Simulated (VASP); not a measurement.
A run of VASP 6.6.1 is set up as follows.

INCAR

```
SYSTEM = PbS
PREC = Accurate ; ENCUT = 520
EDIFF = 1E-6 ; ISMEAR = -1
SIGMA = 0.05 ; LREAL = .FALSE.
LASPH = .TRUE. ; NELM = 80
ALGO = Normal ; ISIF = 2
LWAVE = .FALSE. ; LCHARG = .FALSE.
GGA = RP ; NBANDS = 28
```

Contents of KPOINTS:

```
Automatic mesh
0
G
  7 7 6
  0 0 0
```

Contents of POSCAR:

```
PbS
1.0
    2.1073236324     -6.0701387599      0.0000000000
    2.1073236324      6.0701387599      0.0000000000
    0.0000000000      0.0000000000      4.3356342523
Pb S
2 2
Direct
    0.1305633500      0.8694366500      0.2500000000
    0.8694366500      0.1305633500      0.7500000000
    0.3547970900      0.6452029100      0.2500000000
    0.6452029100      0.3547970900      0.7500000000
```

Potentials or basis: VASP PAW PBE potentials, release 64 (Pb_d, S).

Run with:

```bash
$ cat potpaw_PBE.64/Pb_d/POTCAR potpaw_PBE.64/S/POTCAR > POTCAR
$ mpirun -np 1 vasp_std > vasp.out
```

Task: What does it give for the pressure?

Result: 0.8 GPa.

Task: What does it give for the band gap on the k mesh?

Result: 1.41 eV (least direct gap 1.52 eV).

Stress tensor (GPa, compression positive):
```
0.68 0.00 0.00
0.00 1.09 0.00
0.00 0.00 0.69
```

Caveat: the PAW data sets were made with another functional, which shifts forces and pressure a little; spin-orbit coupling is left out, which moves the levels of the heavy elements; an odd mesh through Γ misses points on the zone boundary, where band edges can lie.
